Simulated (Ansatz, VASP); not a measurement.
## GaAs: VASP beside Ansatz

INCAR

```
SYSTEM = GaAs
PREC     = Accurate       ! precision mode
ENCUT    = 520            ! plane-wave cutoff, eV
EDIFF    = 1E-7           ! SCF threshold, eV
ISMEAR   = 0              ! smearing method
SIGMA    = 0.01           ! smearing width, eV
LREAL    = .FALSE.        ! projectors in reciprocal space
LASPH    = .TRUE.         ! aspherical terms in the spheres
NELM     = 80             ! most SCF steps
ALGO     = Normal         ! electronic algorithm
ISIF     = 2              ! what is computed and relaxed
LWAVE    = .FALSE.        ! write WAVECAR
LCHARG   = .TRUE.         ! write CHGCAR
GGA      = PE             ! functional
LELF     = .TRUE.         ! ELF
LVHAR    = .TRUE.       
NBANDS   = 16             ! bands
```

File KPOINTS:

```
Automatic mesh
0
G
  6 6 6
  0 0 0
```

The input POSCAR:

```
GaAs
1.0
    0.0000000000      2.8136204706      2.8136204706
    2.8136204706      0.0000000000      2.8136204706
    2.8136204706      2.8136204706      0.0000000000
Ga As
1 1
Direct
    0.0000000000      0.0000000000      0.0000000000
    0.2500000000      0.2500000000      0.2500000000
```

Input for Ansatz:

```yaml
crystal:
  lattice:
    - [0.0, 2.8136204706, 2.8136204706]
    - [2.8136204706, 0.0, 2.8136204706]
    - [2.8136204706, 2.8136204706, 0.0]
  atoms:
    - { symbol: Ga, position: [0.0, 0.0, 0.0] }
    - { symbol: As, position: [0.25, 0.25, 0.25] }
kpoints:
  mp_grid: { grid: [6, 6, 6] }
hamiltonian:
  xc: pbe
scf:
  occupations: { method: fixed }
  n_extra_bands: 4
output:
  forces: true
  stress: true
  eigenvalues: true
```

Alike in both runs: task single point; functional PBE; k mesh 6 × 6 × 6; no spin polarisation.

|  | VASP | Ansatz |
| --- | --- | --- |
| version | VASP 6.6.1 | Ansatz 0.2.0 |
| potentials or method | VASP PAW PBE potentials, release 64 (Ga_d, As) | plane waves, PAW |
| plane-wave cutoff (eV) | 520 | 420 |
| occupations | gaussian, width 0.01 eV | fixed |
| valence electrons in the cell | 18 | 28 |

VASP gave:

| Quantity | Value |
| --- | --- |
| gap on the k mesh at the Fermi level (eV) | 0.62 |
| pressure (GPa) | 4.6 |

Q: Estimate Ansatz's values.

A: gap on the k mesh at the Fermi level (eV): 0.62; pressure (GPa): 4.4.

VASP's potentials hold 18 valence electrons a cell and Ansatz's 28, so a difference there can come from the potentials and not from the codes.
